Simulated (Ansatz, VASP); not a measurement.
# Al3BN2 in VASP and in Ansatz

```
Al B N
1.0
    -1.52046    1.52046    7.69843
     1.52046   -1.52046    7.69843
     1.52046    1.52046   -7.69843
Al B N
3 1 2
Direct
  0.75000 0.25000 0.50000
  0.10292 0.60292 0.50000
  0.39708 0.89708 0.50000
  0.00000 0.00000 0.00000
  0.67694 0.67694 0.00000
  0.32306 0.32306 0.00000
```

Alike in both runs: functional PBE; k mesh 14 × 14 × 14; occupations gaussian, width 0.1 eV; no spin polarisation.

Ansatz relaxed the structure, and its values are those at the end. VASP's run is a single point on that final structure, the one shown.

```csv
,VASP,Ansatz
version,VASP 6.6.1,Ansatz 0.2.0
potentials or method,"VASP PAW PBE potentials, release 64 (Al, B, N), cutoff 520 eV","scalar-relativistic, plane waves, PAW"
valence electrons in the cell,22,22
```

VASP gave:

| Item | Value |
| --- | --- |
| gap on the k mesh at the Fermi level (eV) | none |
| pressure (GPa) | -0.2 |
| rms of the force components (eV/Å) | 0.004 |

Which values does Ansatz return?

gap on the k mesh at the Fermi level (eV): none; pressure (GPa): 0.0; rms of the force components (eV/Å): 0.000.

A gap of «none» marks a metal or a gap that the smearing closes. The functional is the same, so the differences come from potentials, cutoffs and numerics.
